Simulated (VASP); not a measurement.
Input of a VASP 6.6.1 run:

INCAR

```
PREC = Accurate
ENCUT = 520
EDIFF = 1E-6
ISMEAR = -1
SIGMA = 0.02
LREAL = Auto
LASPH = T
NELM = 100
ALGO = Normal
ISIF = 2
LWAVE = F
LCHARG = F
GGA = PE
NBANDS = 133
```

The input KPOINTS:

```
regular mesh
0
Gamma
  1 1 1
```

Contents of POSCAR:

```
Cu6HCCl6
1.0
    7.6686360000      0.0000000000      0.0000000000
    0.0000000000      9.2056790000      0.0000000000
    0.0000000000      0.0000000000     18.5343610000
Cu Cl C H
12 12 2 2
Direct
    0.2500053465      0.6539658835      0.1136753514
    0.0000000000      0.9872927353      0.0539538428
    0.4762385384      0.2763077009      0.1730029970
   -0.0131314095      0.7334385655      0.4017511043
    0.2375911440      0.9246357602      0.2305447703
    0.2815363775      0.4868516489      0.3337638670
    0.7500029992      0.6539658835      0.1136753514
    0.4999976528      0.9872927353      0.0539538428
    1.1435671220      0.2370493257      0.1534069613
    0.5518191240      0.6233652075      0.2835058624
    0.7408097085      0.9280358353      0.2479934431
    0.7351633328      0.3986778162      0.3046395827
    0.2500053465      0.9123715915      0.1136753514
    0.0000000000      0.2457070250      0.0539538428
    0.5029708021      0.5574711002      0.1553439042
   -0.0089846486      0.8851601278      0.2937786741
    0.2416466240      0.2843136286      0.2662622143
    0.2885650069      0.6668709608      0.4105455807
    0.7500029992      0.9123715915      0.1136753514
    0.4999976528      0.2457070250      0.0539538428
    1.0024859701      0.5616315755      0.1310646750
    0.4790552062      0.8707233872      0.2962983186
    0.7132298364      0.1970522761      0.2467632955
    0.7456997568      0.5811738602      0.3698913602
    0.9560891924      0.7796817595      0.5107594484
    0.8286349750      0.8363098474      0.4833455008
    1.0674127707      0.7456484199      0.5389827035
    0.7128386326      0.8943718329      0.4635228590
```

Potentials or basis: VASP PAW PBE potentials, release 64 (Cu, Cl, C, H).

Command:

```bash
$ cat potpaw_PBE.64/Cu/POTCAR potpaw_PBE.64/Cl/POTCAR potpaw_PBE.64/C/POTCAR potpaw_PBE.64/H/POTCAR > POTCAR
$ mpirun -np 1 vasp_gam > vasp.out
```

Q: What does it give for the largest force?

A: 1.973 eV/Å.

Forces in eV/Å, atoms in the order of the input:
```
Cu   0.590  0.417  0.195
Cu  -0.148  0.950  0.561
Cu  -0.028 -0.178 -0.130
Cu   0.466  0.304  0.173
Cu  -0.013 -0.036  0.367
Cu  -0.020 -0.021 -0.125
Cu  -0.237  0.471  0.215
Cu   0.147  0.923  0.588
Cu   0.112  0.394  0.276
Cu  -0.277  0.240 -0.705
Cu  -0.675  0.148 -0.422
Cu  -0.155 -0.838 -0.511
Cl   0.154 -0.326 -0.925
Cl   0.115 -1.031 -0.264
Cl  -0.120  0.158  0.591
Cl   0.687 -0.181  0.580
Cl   0.145  0.347  0.070
Cl  -0.742 -0.642 -0.193
Cl  -0.133 -0.372 -0.393
Cl  -0.141 -0.678 -0.066
Cl  -0.203 -0.545  0.010
Cl   0.182  0.076 -0.215
Cl  -0.097  0.348 -0.102
Cl   0.228  0.081  0.555
C    0.316 -0.076 -0.268
C   -1.412  0.883 -1.059
H    0.639 -0.341  0.756
H    0.619 -0.475  0.441
```

Caveat: the k points lie up to 0.82 Å⁻¹ apart, too coarse for converged energies, forces and pressures; there is no dipole correction, which matters where the two faces differ.
